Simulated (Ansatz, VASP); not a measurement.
CuO: VASP beside Ansatz

```
Cu O
1.0
     2.10390   -2.27570    0.00000
     2.10390    2.27570    0.00000
     0.00000    0.00000    5.44838
Cu O
2 2
Cartesian
  1.0519 1.1379 0.0000
  1.0519 -1.1379 2.7242
  2.1039 0.0000 1.3621
  2.1039 0.0000 4.0863
```

Alike in both runs: task single point; functional r2SCAN; k mesh 14 × 14 × 8; occupations gaussian, width 0.1 eV; no spin polarisation.

|  | VASP | Ansatz |
| --- | --- | --- |
| version | VASP 6.6.1 | Ansatz 0.2.0 |
| potentials or method | VASP PAW PBE potentials, release 64 (Cu, O), cutoff 520 eV | scalar-relativistic, plane waves, PAW |
| valence electrons in the cell | 34 | 50 |

Ansatz gave:

```
gap on the k mesh at the Fermi level (eV)                     : none
pressure (GPa)                                                : -21.7
traceless stress, the component that is largest in VASP (GPa) : -5.22
```

Problem. Which values does VASP return?

Solution. gap on the k mesh at the Fermi level (eV): none; pressure (GPa): -21.3; traceless stress, the component that is largest in VASP (GPa): -5.03.

VASP's potentials were made for PBE, not for r2SCAN. A gap of «none» marks a metal or a gap that the smearing closes. VASP's potentials hold 34 valence electrons a cell and Ansatz's 50, so a difference there can come from the potentials and not from the codes.
